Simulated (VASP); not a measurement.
Write the native input for VASP 6.6.1 that does the following.

```yaml
Task: single point
Functional: BLYP
Potentials_or_basis: VASP PAW PBE potentials, release 64 (Lu)
Cutoff: 520 eV
k_mesh: 11 × 11 × 11
Occupations: fermi-dirac, width 0.1 eV
Spin: no spin polarisation
Dipole_correction: no
Further_INCAR_settings: ALGO = Normal; EDIFF = 1e-06; NBANDS = 18
```

The structure of Lu lies in POSCAR:

```
Lu
1.0
    3.1597392335      0.0000000000      0.0000000000
    0.0000000000      3.1597392335      0.0000000000
    0.0000000000      0.0000000000      3.1597392335
Lu
1
Direct
    0.0000000000      0.0000000000      0.0000000000
```

This isn't the form of Lu at room conditions, which is hcp.

The input as run:

INCAR

```
SYSTEM = Lu
PREC     = Accurate       ! precision mode
ENCUT    = 520            ! plane-wave cutoff, eV
EDIFF    = 1E-6           ! SCF threshold, eV
ISMEAR   = -1             ! smearing method
SIGMA    = 0.1            ! smearing width, eV
LREAL    = .False.        ! projectors in reciprocal space
LASPH    = .True.         ! aspherical terms in the spheres
NELM     = 100            ! most SCF steps
ALGO     = Normal         ! electronic algorithm
ISIF     = 2              ! what is computed and relaxed
LWAVE    = .False.        ! write WAVECAR
LCHARG   = .False.        ! write CHGCAR
GGA      = B5             ! functional
ALDAX    = 1.0          
AGGAX    = 1.0          
AGGAC    = 1.0          
ALDAC    = 0.0          
NBANDS   = 18             ! bands
```

KPOINTS

```
regular mesh
0
Gamma
  11 11 11
  0 0 0
```

Potentials or basis: VASP PAW PBE potentials, release 64 (Lu).

Run with:

```bash
$ cat potpaw_PBE.64/Lu/POTCAR > POTCAR
$ mpirun -np 1 vasp_std > vasp.out
```

Results of the run:

| Item | Value |
| --- | --- |
| Pressure | 2.6 GPa |
| Band gap on the k mesh | zero (an odd number of electrons rules out a gap without spin polarisation) |

Caveat: the PAW data sets were made with another functional, which shifts forces and pressure a little; spin-orbit coupling is left out, which moves the levels of the heavy elements.

Wall time 20 s on 1 thread of Intel(R) Xeon(R) Platinum 8259CL CPU @ 2.50GHz (Skylake/Cascade Lake), with other jobs on the host, peak memory 0.16 GiB.
